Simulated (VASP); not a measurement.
PdI (anti NiAs type), 4 atoms in the cell. It takes space group P6_3/mmc (No. 194, hexagonal). Conventional cell: a = 3.535 Å, b = 3.535 Å, c = 7.351 Å, α = 90.00°, β = 90.00°, γ = 120.00°. I (site symmetry -3m) has 6 Pd at 2.75 Å and 6 I at 3.54 Å within 3.6 Å. Pd (site symmetry -6m2) has 6 I at 2.75 Å and 6 Pd at 3.54 Å within 3.6 Å. 

* Program: VASP 6.6.1
* Task: single point
* Functional: LDA
* Potentials or basis: VASP PAW LDA potentials, release 64 (I, Pd)
* Cutoff: 520 eV
* k mesh: 10 × 10 × 6
* Occupations: fermi-dirac, width 0.1 eV
* Spin: no spin polarisation
* Dipole correction: no
* Further INCAR settings: ALGO = Normal; EDIFF = 1e-07; NBANDS = 25

Potentials or basis: VASP PAW LDA potentials, release 64 (I, Pd).

Launch:

```sh
$ cat potpaw_LDA.64/I/POTCAR potpaw_LDA.64/Pd/POTCAR > POTCAR
$ mpirun -np 1 vasp_std > vasp.out
```

Hardware: 1 thread of Intel(R) Xeon(R) 6975P-C (Granite Rapids) (shared host).

Question: Estimate the wall time of this run.

Answer: It took 39 s on 1 thread of Intel(R) Xeon(R) 6975P-C (Granite Rapids) (shared host), peak memory 0.23 GiB. Counts: scf iterations 13, k points 56.
